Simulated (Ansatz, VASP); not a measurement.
# One calculation of BaTa2Tl3, two programs

```xyz
6
Lattice="6.6559 0.0000 0.0000 -3.3279 5.7641 0.0000 0.0000 0.0000 4.0529" Properties=species:S:1:pos:R:3 pbc="T T T"
Ba    0.0000    0.0000    0.0000
Ta    0.0000    3.8428    0.0000
Ta    3.3279    1.9214    0.0000
Tl    3.3279    0.0000    2.0264
Tl    1.6640    2.8821    2.0264
Tl   -1.6640    2.8821    2.0264
```

Alike in both runs: task single point; functional PBE; k mesh 3 × 3 × 4; occupations gaussian, width 0.1 eV; no spin polarisation.

|  | VASP | Ansatz |
| --- | --- | --- |
| version | VASP 6.6.1 | Ansatz 0.2.0 |
| potentials or method | VASP PAW PBE potentials, release 64 (Ba_sv, Ta_pv, Tl_d), cutoff 520 eV | scalar-relativistic, plane waves, PAW |
| valence electrons in the cell | 71 | 75 |

VASP gave:

* gap on the k mesh at the Fermi level (eV): none
* pressure (GPa): 7.7
* traceless stress, the component that is largest in VASP (GPa): 5.49

Problem. What did Ansatz give for the same quantities?

Solution. gap on the k mesh at the Fermi level (eV): none; pressure (GPa): 7.6; traceless stress, the component that is largest in VASP (GPa): 5.70.

A gap of «none» marks a metal or a gap that the smearing closes. VASP's potentials hold 71 valence electrons a cell and Ansatz's 75, so a difference there can come from the potentials and not from the codes.

The k mesh is coarse, so the values compare programs but aren't converged. Spin-orbit coupling is off throughout.
